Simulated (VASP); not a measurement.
Input of a VASP 6.6.1 run:

The input INCAR:

```
SYSTEM = BaZrO3
PREC = Accurate
ENCUT = 520
EDIFF = 1E-6
ISMEAR = -1
SIGMA = 0.05
LREAL = .FALSE.
LASPH = .TRUE.
NELM = 60
ALGO = Normal
ISIF = 2
LWAVE = .FALSE.
LCHARG = .FALSE.
GGA = PE
NBANDS = 28
```

The input KPOINTS:

```
Automatic mesh
0
G
  6 6 6
  0 0 0
```

The input POSCAR:

```
BaZrO3
1.0
    4.0270393276      0.0000000000      0.0000000000
    0.0000000000      4.0270393276      0.0000000000
    0.0000000000      0.0000000000      4.0270393276
Ba Zr O
1 1 3
Direct
    0.0000000000      0.0000000000      0.0000000000
    0.5000000000      0.5000000000      0.5000000000
    0.5000000000      0.5000000000      0.0000000000
    0.5000000000      0.0000000000      0.5000000000
    0.0000000000      0.5000000000      0.5000000000
```

Potentials or basis: VASP PAW PBE potentials, release 64 (Ba_sv, Zr_sv, O).

The run is started by

```console
$ cat potpaw_PBE.64/Ba_sv/POTCAR potpaw_PBE.64/Zr_sv/POTCAR potpaw_PBE.64/O/POTCAR > POTCAR
$ mpirun -np 1 vasp_std > vasp.out
```

(1) Estimate the band gap on the k mesh.

(2) What does it give for the pressure?

## Answers

(1) 3.43 eV (least direct gap 3.46 eV).

(2) 31.7 GPa.

Caveat: the cell stands under pressure; spin-orbit coupling is left out, which moves the levels of the heavy elements.
